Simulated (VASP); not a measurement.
A run of VASP 6.6.1 is set up as follows.

Contents of POSCAR:

```
Ti
1.0
    0.0000000000      2.0836287333      2.0836287333
    2.0836287333      0.0000000000      2.0836287333
    2.0836287333      2.0836287333      0.0000000000
Ti
1
Direct
    0.0000000000      0.0000000000      0.0000000000
```

The input INCAR.step1:

```
SYSTEM = Ti
ALGO = Normal
EDIFF = 1E-4
ENCUT = 520
GGA = PE
ISMEAR = -1
LASPH = .True.
LCHARG = .False.
LREAL = .False.
LWAVE = .True.
NBANDS = 12
NELM = 80
PREC = Accurate
SIGMA = 0.1
```

The input INCAR.step2:

```
SYSTEM = Ti
ALGO = Normal
EDIFF = 1E-7
ENCUT = 520
ISIF = 2
ISMEAR = -1
ISTART = 1
LASPH = .True.
LCHARG = .False.
LMIXTAU = .True.
LREAL = .False.
LWAVE = .False.
METAGGA = R2SCAN
NBANDS = 12
NELM = 80
PREC = Accurate
SIGMA = 0.1
```

Contents of KPOINTS:

```
k-points
0
Gamma
  14 14 14
  0 0 0
```

Potentials or basis: VASP PAW PBE potentials, release 64 (Ti_sv).

The run is started by

```bash
$ cat potpaw_PBE.64/Ti_sv/POTCAR > POTCAR
$ cp INCAR.step1 INCAR
$ mpirun -np 1 vasp_std > vasp.out
$ cp INCAR.step2 INCAR
$ mpirun -np 1 vasp_std > vasp.out
```

Problem. Estimate the pressure.

Solution. -3.8 GPa.

Problem. Estimate the band gap on the k mesh.

Solution. Zero (band 6 reaches 8.77 eV, above the bottom of band 7 at 7.46 eV).

Caveat: the PAW data sets were made with another functional, which shifts forces and pressure a little.
